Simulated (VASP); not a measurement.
# Pt: single point with LDA

The system is Pt.

```
CELL_PARAMETERS angstrom
2.78723 0.00000 0.00000
-1.39362 2.41382 0.00000
0.00000 0.00000 4.81282
ATOMIC_POSITIONS crystal
Pt 0.66667 0.33333 0.75000
Pt 0.33333 0.66667 0.25000
```

```
Program             : VASP 6.6.1
Task                : single point
Functional          : LDA
Potentials or basis : VASP PAW LDA potentials, release 64 (Pt)
Cutoff              : 520 eV
k mesh              : 21 × 21 × 10
Occupations         : gaussian, width 0.15 eV
Spin                : collinear spin, ferromagnetic start
Starting moments    : [0.3, 0.3] μB
Fixed moment        : 0.6 μB
```

```
Pressure                                              : -19.7 GPa
Net moment                                            : 0.60 μB per cell
Site moments                                          : Pt +0.30 μB
Valence electrons inside the program's atomic spheres : Pt 9.14
```

Stress tensor (GPa, compression positive):
```
-19.74   0.00   0.00
  0.00 -19.74   0.00
  0.00   0.00 -19.46
```

It took 7.5 min on 1 thread of Oxide Virtual Turin-like Processor, with other jobs on the host, peak memory 0.31 GiB.

Caveat: the total moment is fixed, so each spin has its own Fermi level.
